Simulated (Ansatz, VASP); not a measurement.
# Two plane-wave programs on Si

```xyz
2
Lattice="0.0000 2.7346 2.7346 2.7346 0.0000 2.7346 2.7346 2.7346 0.0000" Properties=species:S:1:pos:R:3 pbc="T T T"
Si    0.0000    0.0000    0.0000
Si    1.3673    1.3673    1.3673
```

Alike in both runs: functional PBE; k mesh 10 × 10 × 10; occupations gaussian, width 0.02 eV; no spin polarisation.

Ansatz relaxed the structure, and its values are those at the end. VASP's run is a single point on that final structure, the one shown.

```csv
,VASP,Ansatz
version,VASP 6.6.1,Ansatz 0.2.0
potentials or method,"VASP PAW PBE potentials, release 64 (Si)","scalar-relativistic, plane waves, norm-conserving pseudopotentials"
plane-wave cutoff (eV),500,490
valence electrons in the cell,8,8
```

VASP gave:

| Property | Result |
| --- | --- |
| gap on the k mesh at the Fermi level (eV) | 0.62 |
| least direct gap on the mesh (eV) | 2.56 |
| pressure (GPa) | 0.0 |

Which values does Ansatz return?

gap on the k mesh at the Fermi level (eV): 0.61; least direct gap on the mesh (eV): 2.55; pressure (GPa): 0.0.
